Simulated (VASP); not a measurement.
A run of VASP 6.6.1 is set up as follows.

Contents of INCAR:

```
  PREC = Accurate
  ENCUT = 520
  EDIFF = 1E-7
  ISMEAR = -1
  SIGMA = 0.1
  LREAL = F
  LASPH = T
  NELM = 80
  ALGO = Normal
  ISIF = 2
  LWAVE = F
  LCHARG = F
  GGA = PS
  IVDW = 12
  NBANDS = 19
```

Contents of KPOINTS:

```
regular mesh
0
Gamma
  7 7 3
```

File POSCAR:

```
Cd
1.0
    2.9788700000      0.0000000000      0.0000000000
   -1.4894350000      2.5797770900      0.0000000000
    0.0000000000      0.0000000000      5.6176500000
Cd
2
Direct
    0.3333333300      0.6666666700      0.2500000000
    0.6666666700      0.3333333300      0.7500000000
```

Potentials or basis: VASP PAW PBE potentials, release 64 (Cd).

Run with:

```console
$ cat potpaw_PBE.64/Cd/POTCAR > POTCAR
$ mpirun -np 1 vasp_std > vasp.out
```

Problem. Estimate the band gap on the k mesh.

Solution. Zero (band 12 reaches 4.06 eV, above the bottom of band 13 at -0.25 eV).

Problem. Predict the pressure.

Solution. -4.5 GPa.

Stress tensor (GPa, compression positive):
```
-4.87  0.00  0.00
 0.00 -4.87  0.00
 0.00  0.00 -3.66
```

Caveat: the k points lie up to 0.37 Å⁻¹ apart; three body term missing; the PAW data sets were made with another functional, which shifts forces and pressure a little; pairwise dispersion overbinds metals, which lowers pressure and volume.
